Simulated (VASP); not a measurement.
**AgBr: electric field gradients with LDA**

The system is AgBr.

```
Ag Br
1.0
     0.00000    2.92403    2.92403
     2.92403    0.00000    2.92403
     2.92403    2.92403    0.00000
Ag Br
1 1
Direct
  0.50000 0.50000 0.50000
  0.00000 0.00000 0.00000
```

This cell differs from its parent crystal: volume scaled by 1.04.

| Item | Value |
| --- | --- |
| Program | VASP 6.6.1 |
| Task | electric field gradients |
| Functional | LDA |
| Potentials or basis | VASP PAW LDA potentials, release 64 (Ag, Br) |
| Cutoff | 400 eV |
| k mesh | 7 × 7 × 7 |
| Occupations | fermi-dirac, width 0.03 eV |
| Spin | no spin polarisation |
| Dipole correction | no |
| Further INCAR settings | ALGO = Normal; EDIFF = 1e-08; NBANDS = 16 |

| Item | Value |
| --- | --- |
| Pressure | -6.2 GPa |
| Band gap on the k mesh | 0.49 eV, indirect (least direct gap 2.16 eV) |

Levels at points of the mesh, in eV from the valence-band top:
| k point | band 7 | band 8 | band 9 | band 10 | band 11 | band 12 |
| --- | --- | --- | --- | --- | --- | --- |
| (0.00, 0.00, 0.00) | -1.67 | -1.67 | -1.67 | 0.49 | 9.90 | 9.90 |

Run time: 8 s on 1 thread of AMD EPYC 9R45 96-Core Processor (Zen 5), with other jobs on the host, peak memory 0.11 GiB.

Caveat: without QUAD_EFG the Cq values of the log hold for a quadrupole moment of 1 mb, not for the nuclei. A k mesh can miss the band edges.
